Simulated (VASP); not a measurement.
# ZrC in VASP: a series of runs

ZrC is run at these levels: PBE; tasks: single point.

All numbers are computed with VASP 6.6.1; they aren't measurements. Logs are shortened: lines on timing, memory, paths and dates and some standing lists are left out, and cuts for length are marked.

### Step 1. The cell of the first run

It takes space group P3m1 (No. 156, trigonal). The conventional cell has a = 3.887 Å, b = 3.887 Å, c = 4.718 Å, α = 90.00°, β = 90.00°, γ = 120.00°. Zr (site symmetry 3m) has 5 C at 2.24 to 2.41 Å within 3.0 Å. Within 3.0 Å of Zr (site symmetry 3m) lie 5 C at 2.24 to 2.39 Å. C (site symmetry 3m) has 5 Zr at 2.24 to 2.41 Å within 3.0 Å. Within 3.0 Å of C (site symmetry 3m) lie 5 Zr at 2.24 to 2.39 Å.

### Step 2. Single point, PBE (atom 4 (C) moved 0.02 Å along z)

The input, INCAR:

```
PREC = Accurate
ENCUT = 520
EDIFF = 1E-6
ISMEAR = 0
SIGMA = 0.05
LREAL = F
LASPH = T
NELM = 80
ALGO = Normal
ISIF = 2
LWAVE = F
LCHARG = F
GGA = PE
NBANDS = 24
```

The input, KPOINTS:

```
regular mesh
0
Gamma
  12 12 6
```

The input, POSCAR:

```
ZrC
1.0
    3.8868520451      0.0000000000      0.0000000000
   -1.9434260226      3.3661126118      0.0000000000
    0.0000000000      0.0000000000      4.7180910788
Zr C
2 2
Direct
    0.6666666667      0.3333333333      0.0681625387
    0.3333333333      0.6666666667      0.5681625387
    0.6666666667      0.3333333333      0.5570374613
    0.3333333333      0.6666666667      0.0612764638
```

Potentials or basis: VASP PAW PBE potentials, release 64 (Zr_sv, C).

On the command line:

```bash
> cat potpaw_PBE.64/Zr_sv/POTCAR potpaw_PBE.64/C/POTCAR > POTCAR
> mpirun -np 1 vasp_std > vasp.out
```

OUTCAR:

```text
PREC = Accurate
   ENCUT = 520
   EDIFF = 1E-6
   ISMEAR = 0
   LREAL = F
   LASPH = T
   NELM = 80
   ISIF = 2
   GGA = PE

 ion  position               nearest neighbor table
   1  0.667  0.333  0.068-   4 2.24   4 2.24   4 2.24   3 2.31   3 2.41   2 3.26   2 3.26   2 3.26
                             2 3.26   2 3.26   2 3.26
   2  0.333  0.667  0.568-   3 2.24   3 2.24   3 2.24   4 2.33   4 2.39   1 3.26   1 3.26   1 3.26
                             1 3.26   1 3.26   1 3.26
   3  0.667  0.333  0.557-   2 2.24   2 2.24   2 2.24   1 2.31   1 2.41
   4  0.333  0.667  0.061-   1 2.24   1 2.24   1 2.24   2 2.33   2 2.39

  LATTYP: Found a hexagonal cell.
 ALAT       =     3.8868520451
 C/A-ratio  =     1.2138591909

  Lattice vectors:

 A1 = (   3.8868520451,   0.0000000000,   0.0000000000)
 A2 = (  -1.9434260226,   3.3661126118,   0.0000000000)
 A3 = (   0.0000000000,   0.0000000000,   4.7180910788)

Analysis of symmetry for initial positions (statically):
=====================================================================
 Subroutine PRICEL returns:
 Original cell was already a primitive cell.

 Routine SETGRP: Setting up the symmetry group for a
 hexagonal supercell.

 Subroutine GETGRP returns: Found  6 space group operations
 (whereof  6 operations were pure point group operations)
 out of a pool of 24 trial point group operations.

The static configuration has the point symmetry C_3v.

Analysis of symmetry for dynamics (positions and initial velocities):
=====================================================================
 Subroutine PRICEL returns:
 Original cell was already a primitive cell.

 Routine SETGRP: Setting up the symmetry group for a
 hexagonal supercell.

 Subroutine GETGRP returns: Found  6 space group operations
 (whereof  6 operations were pure point group operations)
 out of a pool of 24 trial point group operations.

The dynamic configuration has the point symmetry C_3v.

 Subroutine INISYM returns: Found  6 space group operations
 (whereof  6 operations are pure point group operations),
 and found     1 'primitive' translations

----------------------------------------------------------------------------------------

                                     Primitive cell

  volume of cell :      61.7295

  direct lattice vectors                    reciprocal lattice vectors
[... 86 lines left out ...]
   LNONCOLLINEAR =      F non collinear calculations
   LSORBIT =      F    spin-orbit coupling
   LASPH  =      T    aspherical Exc in radial PAW
   ENCUT  =  520.0 eV  38.22 Ry    6.18 a.u.   7.23  7.23  8.77*2*pi/ulx,y,z
   NELM   =     80;   NELMIN=  2; NELMDL= -5     # of ELM steps
   EDIFF  = 0.1E-05   stopping-criterion for ELM
   LREAL  =      F    real-space projection
   EDIFFG = 0.1E-04   stopping-criterion for IOM
   NSW    =      0    number of steps for IOM
[... 5 lines left out ...]
   TEBEG  =    0.0;   TEEND  =   0.0 temperature during run
   PSTRESS=    0.0 pullay stress
   NELECT =      32.0000    total number of electrons
   NUPDOWN=      -1.0000    fix difference up-down
   EMIN   =  10.00;   EMAX   =-10.00  energy-range for DOS
   EFERMI =   0.00;   METHOD = LEGACY
   ISMEAR =     0;   SIGMA  =   0.05  broadening in eV -4-tet -1-fermi 0-gaus
   EFERMI_NEDOS =   21; number of points for ismear=-14 and -15
   IALGO  =     38    algorithm
   IMIX   =      4    mixing-type and parameters
     AMIX     =   0.40;   BMIX     =  1.00
     AMIX_MAG =   1.60;   BMIX_MAG =  1.00
  volume/ion in A,a.u.               =      15.43       104.14
  Fermi-wavevector in a.u.,A,eV,Ry     =   1.315105  2.485189 23.531300  1.729502
  Thomas-Fermi vector in A             =   2.445311
   LORBIT       =      0    0 simple, 1 ext, 2 COOP (PROOUT), +10 PAW based schemes
   GGA     = PE    functional components
   LHFCALC =     F    Hartree Fock is set to
   AEXX    =    0.0000 exact exchange contribution
   IVDW    =     0    specifies the selected vdW correction
   LEPSILON=     F    determine dielectric tensor
   LRPA    =     F    only Hartree local field effects (RPA)
 non-spin polarized calculation
 Gauss-broadening in eV      SIGMA  =   0.05
  energy-cutoff  :      520.00
  volume of cell :       61.73
 maximum number of plane-waves:      1683
 NGX is ok and might be reduce to    30
   NGX = 15   NGY = 15   NGZ = 17

 number of electron      32.0000001 magnetization

 Free energy of the ion-electron system (eV)
  ---------------------------------------------------
  ext. energy  EPLUGINS =         0.00000000
  ---------------------------------------------------
  free energy    TOTEN  =       -37.87176701 eV

  energy without entropy =      -37.87083117  energy(sigma->0) =      -37.87129909

 E-fermi :   7.3918     XC(G=0): -11.0184

 val. band max:        7.3813571133   @ k =   0.2500   0.1667   0.0000
 cond. band min:       7.3942274059   @ k =   0.2500   0.2500   0.0000
 fundamental gap:      0.0128702926
 Fermi energy:         7.3918409991

 k-point     1 :       0.0000    0.0000    0.0000
  band No.  band energies     occupation
      1     -40.6754      2.00000
      2     -40.5467      2.00000
      3     -19.0274      2.00000
      4     -18.8045      2.00000
      5     -18.8045      2.00000
      6     -18.5690      2.00000
[... 637 lines left out ...]
     23      14.2754      0.00000
     24      14.4796      0.00000

 [... further k-points ...]

------------------------ aborting loop because EDIFF is reached ----------------------------------------

  FORCE on cell =-STRESS in cart. coord.  units (eV):
  Direction    XX          YY          ZZ          XY          YZ          ZX
  --------------------------------------------------------------------------------------
  -------------------------------------------------------------------------------------
  Total        0.0816706      0.0816706      0.0157008     -0.0000000     -0.0000000     -0.0000000
  in kB        2.1197434      2.1197434      0.4075108     -0.0000000     -0.0000000     -0.0000000
  external PRESSURE =       1.5489992 kB  Pullay stress =       0.0000000 kB

 VOLUME and BASIS-vectors are now :
 -----------------------------------------------------------------------------
  energy-cutoff  :      520.00
  volume of cell :       61.73
      direct lattice vectors                 reciprocal lattice vectors
     3.886852045  0.000000000  0.000000000     0.257277609  0.148539297  0.000000000
    -1.943426023  3.366112612  0.000000000     0.000000000  0.297078593  0.000000000
     0.000000000  0.000000000  4.718091079     0.000000000  0.000000000  0.211950126

 POSITION                                       TOTAL-FORCE (eV/Angst)
 -----------------------------------------------------------------------------------
      1.94343      1.12204      0.32160         0.000000     -0.000000      0.048064
     -0.00000      2.24408      2.68064         0.000000      0.000000      0.002697
      1.94343      1.12204      2.62815        -0.000000      0.000000      0.074304
     -0.00000      2.24408      0.28911        -0.000000      0.000000     -0.125064
 -----------------------------------------------------------------------------------
    total drift:                                0.000000      0.000000     -0.000103

  FREE ENERGIE OF THE ION-ELECTRON SYSTEM (eV)
  ---------------------------------------------------
  free  energy   TOTEN  =       -37.8717670128 eV

  energy  without entropy=      -37.8708311658  energy(sigma->0) =      -37.87129909
```

Wall time 2.6 min (1 thread of Intel Xeon 8259CL, shared host); peak memory 0.26 GiB.

What came out:

* Free energy: -37.8718 eV
* Pressure: 0.2 GPa
* Largest force: 0.125 eV/Å
* Band gap on the k mesh: zero (bands 16 and 17 overlap by 1.14 eV)

Forces on the atoms (eV/Å):
```
Zr   0.000  0.000  0.048
Zr   0.000  0.000  0.003
C    0.000  0.000  0.074
C    0.000  0.000 -0.125
```

Stress tensor (GPa, compression positive):
```
0.21 0.00 0.00
0.00 0.21 0.00
0.00 0.00 0.04
```

Caveat: the cell differs from its parent crystal (atom 4 (C) moved 0.02 Å along z).

### Step 3. Single point, PBE (14.58 Å³/atom)

This run uses another cell than the first one, of 14.58 Å³/atom.

The input, INCAR:

```
PREC = Accurate
ENCUT = 520
EDIFF = 1E-7
ISMEAR = 0
SIGMA = 0.05
LREAL = F
LASPH = T
NELM = 100
ALGO = Normal
ISIF = 2
LWAVE = F
LCHARG = F
GGA = PE
NBANDS = 24
```

The input, KPOINTS:

```
Automatic mesh
0
Gamma
  12 12 6
```

The input, POSCAR:

```
ZrC
1.0
    3.8068242860      0.0000000000      0.0000000000
   -1.9034121430      3.2968065394      0.0000000000
    0.0000000000      0.0000000000      4.6480253171
Zr C
2 2
Direct
    0.6666666667      0.3333333333      0.0675163476
    0.3333333333      0.6666666667      0.5675163476
    0.6666666667      0.3333333333      0.5576836524
    0.3333333333      0.6666666667      0.0576836524
```

Potentials or basis: VASP PAW PBE potentials, release 64 (Zr_sv, C).

On the command line:

```bash
> cat potpaw_PBE.64/Zr_sv/POTCAR potpaw_PBE.64/C/POTCAR > POTCAR
> mpirun -np 1 vasp_std > vasp.out
```

Run time: 1.8 min. Hardware: 1 thread of Intel Xeon 8259CL, shared host; peak memory 0.23 GiB.

Results (log left out):

```yaml
Free_energy: -37.7576 eV
Pressure: 11.1 GPa
Largest_force: 0.008 eV/Å
Band_gap_on_the_k_mesh: zero (bands 16 and 17 overlap by 1.21 eV)
```

Forces on the atoms (eV/Å):
```
Zr   0.000  0.000 -0.008
Zr   0.000  0.000 -0.008
C    0.000  0.000  0.008
C    0.000  0.000  0.008
```

Levels at points of the mesh, in eV from the Fermi level:
```tsv
k point	band 12	band 13	band 14	band 15	band 16	band 17	band 18	band 19	band 20	band 21
(0.00, 0.00, 0.00)	-2.76	-2.45	-2.45	-1.31	1.17	1.17	1.21	2.52	4.49	4.49
(0.50, 0.00, 0.00)	-1.95	-1.45	-1.30	-0.92	-0.31	0.29	1.91	3.04	3.84	4.18
(0.00, 0.00, 0.50)	-3.03	-3.03	-3.03	-2.89	-2.89	4.03	4.03	4.03	4.03	4.49
(0.50, 0.00, 0.50)	-4.03	-2.21	-2.21	-1.33	-1.33	2.59	2.59	3.39	3.39	5.21
```

Caveat: the cell stands under pressure.

### Step 4. Single point, PBE (14.82 Å³/atom)

This run uses another cell than the first one, of 14.82 Å³/atom.

Edit INCAR of step 3 so:

```diff
@@ -7,3 +7,3 @@
 LASPH = T
-NELM = 100
+NELM = 60
 ALGO = Normal
```

KPOINTS is that of step 3.

The input, POSCAR:

```
ZrC
1.0
    3.8287305749      0.0000000000      0.0000000000
   -1.9143652875      3.3157779421      0.0000000000
    0.0000000000      0.0000000000      4.6679259626
Zr C
2 2
Direct
    0.6666666667      0.3333333333      0.0677788007
    0.3333333333      0.6666666667      0.5677788007
    0.6666666667      0.3333333333      0.5574211993
    0.3333333333      0.6666666667      0.0574211993
```

Potentials or basis: VASP PAW PBE potentials, release 64 (Zr_sv, C).

On the command line:

```bash
> cat potpaw_PBE.64/Zr_sv/POTCAR potpaw_PBE.64/C/POTCAR > POTCAR
> mpirun -np 1 vasp_std > vasp.out
```

OUTCAR:

```text
PREC = Accurate
   ENCUT = 520
   EDIFF = 1E-7
   ISMEAR = 0
   LREAL = F
   LASPH = T
   NELM = 60
   ISIF = 2
   GGA = PE

 ion  position               nearest neighbor table
   1  0.667  0.333  0.068-   4 2.21   4 2.21   4 2.21   3 2.29   3 2.38   2 3.21   2 3.21   2 3.21
                             2 3.21   2 3.21   2 3.21
   2  0.333  0.667  0.568-   3 2.21   3 2.21   3 2.21   4 2.29   4 2.38   1 3.21   1 3.21   1 3.21
                             1 3.21   1 3.21   1 3.21
   3  0.667  0.333  0.557-   2 2.21   2 2.21   2 2.21   1 2.29   1 2.38
   4  0.333  0.667  0.057-   1 2.21   1 2.21   1 2.21   2 2.29   2 2.38

  LATTYP: Found a hexagonal cell.
 ALAT       =     3.8287305749
 C/A-ratio  =     1.2191837141

  Lattice vectors:

 A1 = (   3.8287305749,   0.0000000000,   0.0000000000)
 A2 = (  -1.9143652875,   3.3157779421,   0.0000000000)
 A3 = (   0.0000000000,   0.0000000000,   4.6679259626)

Analysis of symmetry for initial positions (statically):
=====================================================================
 Subroutine PRICEL returns:
 Original cell was already a primitive cell.

 Routine SETGRP: Setting up the symmetry group for a
 hexagonal supercell.

 Subroutine GETGRP returns: Found 12 space group operations
 (whereof  6 operations were pure point group operations)
 out of a pool of 24 trial point group operations.

The static configuration has the point symmetry C_3v.
 The point group associated with its full space group is C_6v.

Analysis of symmetry for dynamics (positions and initial velocities):
=====================================================================
 Subroutine PRICEL returns:
 Original cell was already a primitive cell.

 Routine SETGRP: Setting up the symmetry group for a
 hexagonal supercell.

 Subroutine GETGRP returns: Found 12 space group operations
 (whereof  6 operations were pure point group operations)
[... 123 lines left out ...]
   EFERMI_NEDOS =   21; number of points for ismear=-14 and -15
   IALGO  =     38    algorithm
   IMIX   =      4    mixing-type and parameters
     AMIX     =   0.40;   BMIX     =  1.00
     AMIX_MAG =   1.60;   BMIX_MAG =  1.00
  volume/ion in A,a.u.               =      14.82        99.98
  Fermi-wavevector in a.u.,A,eV,Ry     =   1.333123  2.519236 24.180490  1.777216
  Thomas-Fermi vector in A             =   2.462005
   LORBIT       =      0    0 simple, 1 ext, 2 COOP (PROOUT), +10 PAW based schemes
   GGA     = PE    functional components
   LHFCALC =     F    Hartree Fock is set to
   AEXX    =    0.0000 exact exchange contribution
   IVDW    =     0    specifies the selected vdW correction
   LEPSILON=     F    determine dielectric tensor
   LRPA    =     F    only Hartree local field effects (RPA)
 non-spin polarized calculation
 Gauss-broadening in eV      SIGMA  =   0.05
  energy-cutoff  :      520.00
  volume of cell :       59.26
 maximum number of plane-waves:      1620
   NGX = 15   NGY = 15   NGZ = 17

 number of electron      32.0000000 magnetization

 Free energy of the ion-electron system (eV)
  ---------------------------------------------------
  ext. energy  EPLUGINS =         0.00000000
  ---------------------------------------------------
  free energy    TOTEN  =       -37.81238320 eV

  energy without entropy =      -37.81176346  energy(sigma->0) =      -37.81207333

 E-fermi :   7.8010     XC(G=0): -11.2106

 val. band max:        7.7663619791   @ k =   0.2500   0.1667   0.0000
 cond. band min:       7.8249440305   @ k =   0.2500   0.2500   0.0000
 fundamental gap:      0.0585820514
 Fermi energy:         7.8009863623

 k-point     1 :       0.0000    0.0000    0.0000
  band No.  band energies     occupation
      1     -40.1144      2.00000
      2     -39.9620      2.00000
      3     -18.5434      2.00000
      4     -18.2683      2.00000
      5     -18.2683      2.00000
      6     -18.0021      2.00000
[... 637 lines left out ...]
     23      13.5890      0.00000
     24      13.9493      0.00000

 [... further k-points ...]

------------------------ aborting loop because EDIFF is reached ----------------------------------------

  FORCE on cell =-STRESS in cart. coord.  units (eV):
  Direction    XX          YY          ZZ          XY          YZ          ZX
  --------------------------------------------------------------------------------------
  -------------------------------------------------------------------------------------
  Total        2.8819560      2.8819560      2.8912844     -0.0000000      0.0000000      0.0000000
  in kB       77.9172700     77.9172700     78.1694731     -0.0000000      0.0000000      0.0000000
  external PRESSURE =      78.0013377 kB  Pullay stress =       0.0000000 kB

 VOLUME and BASIS-vectors are now :
 -----------------------------------------------------------------------------
  energy-cutoff  :      520.00
  volume of cell :       59.26
      direct lattice vectors                 reciprocal lattice vectors
     3.828730575  0.000000000  0.000000000     0.261183173  0.150794175  0.000000000
    -1.914365287  3.315777942  0.000000000     0.000000000  0.301588350  0.000000000
     0.000000000  0.000000000  4.667925963     0.000000000  0.000000000  0.214227905

 POSITION                                       TOTAL-FORCE (eV/Angst)
 -----------------------------------------------------------------------------------
      1.91437      1.10526      0.31639        -0.000000      0.000000     -0.008996
     -0.00000      2.21052      2.65035         0.000000      0.000000     -0.008996
      1.91437      1.10526      2.60200        -0.000000      0.000000      0.008996
     -0.00000      2.21052      0.26804         0.000000     -0.000000      0.008996
 -----------------------------------------------------------------------------------
    total drift:                                0.000000     -0.000000      0.000121

  FREE ENERGIE OF THE ION-ELECTRON SYSTEM (eV)
  ---------------------------------------------------
  free  energy   TOTEN  =       -37.8123831953 eV

  energy  without entropy=      -37.8117634588  energy(sigma->0) =      -37.81207333
```

Run time: 1.9 min. Hardware: 1 thread of Intel Xeon 8259CL, shared host; peak memory 0.23 GiB.

What came out:

| Property | Result |
| --- | --- |
| Free energy | -37.8124 eV |
| Pressure | 7.8 GPa |
| Largest force | 0.009 eV/Å |
| Band gap on the k mesh | zero (bands 16 and 17 overlap by 1.19 eV) |

Forces in eV/Å, atoms in the order of the input:
```
Zr   0.000  0.000 -0.009
Zr   0.000  0.000 -0.009
C    0.000  0.000  0.009
C    0.000  0.000  0.009
```

Caveat: the cell stands under pressure.

### Step 5. Summary

| cell | gap on the mesh (eV) | pressure (GPa) | largest force (eV/Å) |
| --- | --- | --- | --- |
| a = 3.887, b = 3.887, c = 4.718 Å, angles 90.0, 90.0, 120.0°, 4 atoms, atomic positions A | none | 0.2 | 0.13 |
| a = 3.807, b = 3.807, c = 4.648 Å, angles 90.0, 90.0, 120.0°, 4 atoms, atomic positions B | none | 11.1 | 0.01 |
| a = 3.829, b = 3.829, c = 4.668 Å, angles 90.0, 90.0, 120.0°, 4 atoms, atomic positions C | none | 7.8 | 0.01 |

Alike in all rows: task single point; level PBE; potentials or basis VASP PAW PBE potentials, release 64 (Zr_sv, C); no spin polarisation; k mesh 12 × 12 × 6; cutoff (eV) 520; smearing gaussian 0.05 eV.

Caveats: the cell stands under pressure (at least some runs).

Total energies depend on the potentials used, so only differences within one code and one set of settings carry meaning.

The gap in the log of VASP goes by the Fermi energy; the results here count the filled bands.